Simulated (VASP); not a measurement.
AlGa3As4: single point with r2SCAN

Crystal: AlGa3As4.

```xyz
8
Lattice="4.0123 0.0000 0.0000 0.0000 4.0103 5.6647 0.0000 -4.0103 5.6647" Properties=species:S:1:pos:R:3 pbc="T T T"
Al    0.0000    0.0000    0.0046
Ga    2.0062   -2.0021    2.8324
Ga    2.0062    2.0021    2.8324
Ga    0.0000    0.0000    5.6612
As    2.0062    0.0000    1.4127
As    0.0000   -2.0081    4.2500
As    0.0000    2.0081    4.2500
As    2.0062    0.0000    7.0802
```

```yaml
Program: VASP 6.6.1
Task: single point
Functional: r2SCAN
Potentials_or_basis: VASP PAW PBE potentials, release 64 (Al, Ga_d, As)
Cutoff: 550 eV
k_mesh: 6 × 4 × 4
Occupations: fermi-dirac, width 0.02 eV
Spin: no spin polarisation
Dipole_correction: no
Further_INCAR_settings: ALGO = Normal; EDIFF = 1e-06; NBANDS = 41
```

* Pressure: 0.1 GPa
* Largest force: 0.012 eV/Å
* Band gap on the k mesh: 1.16 eV

Forces on the atoms (eV/Å):
```
Al   0.000  0.000  0.000
Ga   0.000 -0.001 -0.002
Ga   0.000  0.001 -0.002
Ga   0.000  0.000 -0.004
As   0.000  0.000 -0.011
As   0.000 -0.008  0.009
As   0.000  0.008  0.009
As   0.000  0.000  0.002
```

Levels at points of the mesh, in eV from the valence-band top:
```csv
k point,band 27,band 28,band 29,band 30,band 31,band 32,band 33,band 34,band 35,band 36
"(0.00, 0.00, 0.00)",-1.07,-1.07,-0.01,-0.01,0.00,1.16,1.40,1.74,1.80,2.51
"(0.50, 0.00, 0.00)",-3.28,-3.26,-3.26,-1.19,-1.16,3.18,3.28,4.94,4.94,5.10
"(0.00, 0.50, 0.00)",-1.96,-0.73,-0.72,-0.57,-0.56,1.91,2.15,2.60,2.80,4.98
"(0.50, 0.50, 0.00)",-3.04,-2.03,-1.98,-1.96,-1.94,2.36,2.61,2.64,2.90,5.08
"(0.00, 0.50, 0.50)",-1.69,-1.59,-1.58,-1.18,-1.16,2.31,2.50,3.17,3.34,3.77
"(0.50, 0.50, 0.50)",-2.61,-1.12,-1.11,-1.07,-1.06,1.38,1.68,1.78,1.80,1.86
```

Wall time 8.5 min on 1 thread of AMD EPYC 9R45 96-Core Processor (Zen 5), with other jobs on the host, peak memory 0.43 GiB.

Caveat: the PAW data sets were made with another functional, which shifts forces and pressure a little. A k mesh can miss the band edges.
